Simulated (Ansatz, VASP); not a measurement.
One calculation of KCdCO3F, two programs

The input INCAR:

```
SYSTEM = KCdCO3F
ALGO     = Normal         ! electronic algorithm
EDIFF    = 1E-7           ! SCF threshold, eV
EDIFFG   = -0.005         ! ionic threshold
ENCUT    = 600            ! plane-wave cutoff, eV
GGA      = PE             ! functional
IBRION   = 2              ! ionic algorithm
ISIF     = 3              ! what is computed and relaxed
ISMEAR   = 0              ! smearing method
IVDW     = 12             ! dispersion correction
LASPH    = .TRUE.         ! aspherical terms in the spheres
LCHARG   = .FALSE.        ! write CHGCAR
LREAL    = .FALSE.        ! projectors in reciprocal space
LWAVE    = .FALSE.        ! write WAVECAR
NELM     = 80             ! most SCF steps
NSW      = 70             ! ionic steps
PREC     = Accurate       ! precision mode
SIGMA    = 0.02           ! smearing width, eV
```

KPOINTS

```
k-points
0
G
  6 6 6
  0 0 0
```

POSCAR

```
KCdCO3F
1.0
    5.1337856221      0.0000000000      0.0000000000
   -2.5668928111      4.4459887663      0.0000000000
    0.0000000000      0.0000000000      4.4871737454
K Cd C O F
1 1 1 3 1
Direct
    0.0000000000      0.0000000000      0.0000000000
    0.6666666667      0.3333333333      0.5000000000
    0.3333333333      0.6666666667      0.5000000000
    0.1879041669      0.3758083338      0.5000000000
    0.1879041669      0.8120958331      0.5000000000
    0.6241916662      0.8120958331      0.5000000000
    0.6666666667      0.3333333333      0.0000000000
```

Input for Ansatz:

```yaml
crystal:
  lattice:
    - [5.1337856221, 0.0, 0.0]
    - [-2.5668928111, 4.4459887663, 0.0]
    - [0.0, 0.0, 4.4871737454]
  atoms:
    - { symbol: K, position: [0.0, 0.0, 0.0] }
    - { symbol: Cd, position: [0.6666666667, 0.3333333333, 0.5] }
    - { symbol: C, position: [0.3333333333, 0.6666666667, 0.5] }
    - { symbol: O, position: [0.1879041669, 0.3758083338, 0.5] }
    - { symbol: O, position: [0.1879041669, 0.8120958331, 0.5] }
    - { symbol: O, position: [0.6241916662, 0.8120958331, 0.5] }
    - { symbol: F, position: [0.6666666667, 0.3333333333, 0.0] }
basis:
  ecutwfc: 420
kpoints:
  mp_grid: { grid: [6, 6, 6] }
hamiltonian:
  xc: pbe
  dispersion: d3bj
scf:
  occupations: { method: gaussian, width: 0.02 }
output:
  forces: true
  stress: true
  eigenvalues: true
relax:
  adjacent_minimum: "off"
  f_tol: 0.005
  max_steps: 50
  cell: { stress_tol: 0.05 }
```

Alike in both runs: task relaxation of cell and atoms; functional PBE; dispersion D3(BJ); k mesh 6 × 6 × 6; occupations gaussian, width 0.02 eV; no spin polarisation.

```csv
,VASP,Ansatz
version,VASP 6.6.1,Ansatz 0.2.0
potentials or method,"VASP PAW PBE potentials, release 64 (K_sv, Cd, C, O, F), cutoff 600 eV","scalar-relativistic, plane waves, PAW"
valence electrons in the cell,50,58
```

VASP gave:

```
gap on the k mesh at the Fermi level, each at its own relaxed structure (eV) : 1.88
relaxed volume (Å³/atom)                                                     : 14.29
relaxed length of the cell vector where the two differ most in proportion (Å)              : 4.463
```

What did Ansatz give for the same quantities?

gap on the k mesh at the Fermi level, each at its own relaxed structure (eV): 1.91; relaxed volume (Å³/atom): 14.26; relaxed length of the cell vector where the two differ most in proportion (Å): 4.453.

VASP's potentials hold 50 valence electrons a cell and Ansatz's 58, so a difference there can come from the potentials and not from the codes.
